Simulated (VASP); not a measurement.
**Mn2NiBr4: single point with LDA**

Crystal: Mn2NiBr4.

```
CELL_PARAMETERS angstrom
0.00000 5.73660 5.73660
5.73660 0.00000 5.73660
5.73660 5.73660 0.00000
ATOMIC_POSITIONS crystal
Br 0.38500 0.38500 0.38500
Br 0.40500 0.86500 0.86500
Br 0.38500 0.38500 0.84500
Br 0.86500 0.40500 0.86500
Br 0.84500 0.38500 0.38500
Br 0.86500 0.86500 0.86500
Br 0.38500 0.84500 0.38500
Br 0.86500 0.86500 0.40500
Ni 0.00000 0.00000 0.00000
Ni 0.25000 0.25000 0.25000
Mn 0.62500 0.62500 0.62500
Mn 0.12500 0.62500 0.62500
Mn 0.62500 0.62500 0.12500
Mn 0.62500 0.12500 0.62500
```

```
Program             : VASP 6.6.1
Task                : single point
Functional          : LDA
Potentials or basis : VASP PAW LDA potentials, release 64 (Br, Ni, Mn_pv)
Cutoff              : 520 eV
k mesh              : 5 × 5 × 5
Occupations         : fermi-dirac, width 0.1 eV
Spin                : no spin polarisation
```

```yaml
Pressure: -13.9 GPa
Largest_force: 0.430 eV/Å
Band_gap_on_the_k_mesh: zero (bands 64 and 65 overlap by 0.08 eV)
```

Forces in eV/Å, atoms in the order of the input:
```
Br   0.248  0.248  0.248
Br  -0.248  0.248  0.248
Br  -0.248 -0.248  0.248
Br   0.248 -0.248  0.248
Br   0.248 -0.248 -0.248
Br  -0.248 -0.248 -0.248
Br  -0.248  0.248 -0.248
Br   0.248  0.248 -0.248
Ni   0.000  0.000  0.000
Ni   0.000  0.000  0.000
Mn   0.000  0.000  0.000
Mn   0.000  0.000  0.000
Mn   0.000  0.000  0.000
Mn   0.000  0.000  0.000
```

Levels at points of the mesh, in eV from the Fermi level:
```csv
k point,band 63,band 64,band 65,band 66,band 67,band 68,band 69,band 70
"(0.00, 0.00, 0.00)",-0.10,-0.09,-0.09,-0.09,0.34,0.48,0.48,0.48
```

Wall time 4.6 min on 1 thread of Intel(R) Xeon(R) Platinum 8488C (Sapphire Rapids), on a shared host, peak memory 0.53 GiB.

Caveat: the cell stands under tension; the run has no spin polarisation, though such a crystal can be magnetic; semilocal functionals often make such compounds metallic where correlation or magnetic order opens a gap, which also shifts bond lengths. Spin polarisation is off, so any magnetic state and its effect on volume and gap are missing.
